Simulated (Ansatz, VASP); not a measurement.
**Ag in VASP and in Ansatz**

```
Ag
1.0
     0.00000    2.12482    2.04310
     2.12482    0.00000    2.04310
     2.12482    2.12482    0.00000
Ag
1
Cartesian
  0.0000 0.0000 0.0000
```

Change from the starting cell: strain +0.040 along x and y, +0.000 along z, atoms carried along.

Alike in both runs: task single point; functional PBEsol; k mesh 20 × 20 × 20; occupations gaussian, width 0.15 eV; no spin polarisation.

```csv
,VASP,Ansatz
version,VASP 6.6.1,Ansatz 0.2.0
potentials or method,"VASP PAW PBE potentials, release 64 (Ag), cutoff 520 eV","scalar-relativistic, plane waves, PAW"
valence electrons in the cell,11,19
```

|  | VASP | Ansatz | Ansatz less VASP |
| --- | --- | --- | --- |
| gap on the k mesh at the Fermi level (eV) | none | none | - |
| pressure (GPa) | -9.2 | -9.1 | +0.11 |
| traceless stress, the component that is largest in VASP (GPa) | 0.70 | 0.71 | +0.003 |

VASP's potentials were made for PBE, not for PBEsol. A gap of «none» marks a metal or a gap that the smearing closes. With one functional, cell and mesh, what is left measures potentials, basis and numerics. VASP's potentials hold 11 valence electrons a cell and Ansatz's 19, so a difference there can come from the potentials and not from the codes.
